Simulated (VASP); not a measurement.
# Li: single point with r2SCAN

Li:

```xyz
2
Lattice="0.0000 2.9689 2.9689 2.9689 0.0000 2.9689 2.9689 2.9689 0.0000" Properties=species:S:1:pos:R:3 pbc="T T T"
Li    0.7422    0.7422    0.7422
Li    5.1956    5.1956    5.1956
```

```
Program                : VASP 6.6.1
Task                   : single point
Functional             : r2SCAN
Potentials or basis    : VASP PAW PBE potentials, release 64 (Li_sv)
Cutoff                 : 520 eV
k mesh                 : 9 × 9 × 9
Occupations            : fermi-dirac, width 0.1 eV
Spin                   : no spin polarisation
Dipole correction      : no
Further INCAR settings : ALGO = Normal; EDIFF = 1e-06; NBANDS = 10
```

The band gap on the k mesh is zero (band 3 reaches 0.48 eV, above the bottom of band 4 at 0.05 eV).

Levels at points of the mesh, in eV from the Fermi level:
```
           k point  band 1  band 2  band 3  band 4  band 5  band 6  band 7
(0.00, 0.00, 0.00)  -49.58  -49.51   -3.65    6.10    6.10    6.10    7.17
```

It took 84 s on 1 thread of Intel(R) Xeon(R) 6975P-C (Granite Rapids), with other jobs on the host, peak memory 0.17 GiB.
